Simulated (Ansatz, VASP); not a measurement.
# Nb in VASP and in Ansatz

```xyz
1
Lattice="-0.0211 2.1044 2.1044 2.1044 -0.0211 2.1044 2.1044 2.1044 -0.0211" Properties=species:S:1:pos:R:3 pbc="T T T"
Nb    0.0000    0.0000    0.0000
```

Change from the starting cell: equal xy, yz and zx shear strains of -1 %.

Alike in both runs: task single point; functional LDA; k mesh 13 × 13 × 13; occupations fermi-dirac, width 0.03 eV; no spin polarisation.

```csv
,VASP,Ansatz
version,VASP 6.6.1,Ansatz 0.2.0
potentials or method,"VASP PAW LDA potentials, release 64 (Nb_sv), cutoff 520 eV","all-electron LAPW, scalar-relativistic"
```

|  | VASP | Ansatz | Ansatz less VASP |
| --- | --- | --- | --- |
| pressure (GPa) | -10.5 | -10.3 | +0.17 |
| traceless stress, the component that is largest in VASP (GPa) | -0.46 | -0.45 | +0.009 |

LDA's correlation is that of Perdew and Zunger in VASP and of Perdew and Wang (1992) in Ansatz. Ansatz ran all-electron here, and VASP with PAW potentials.
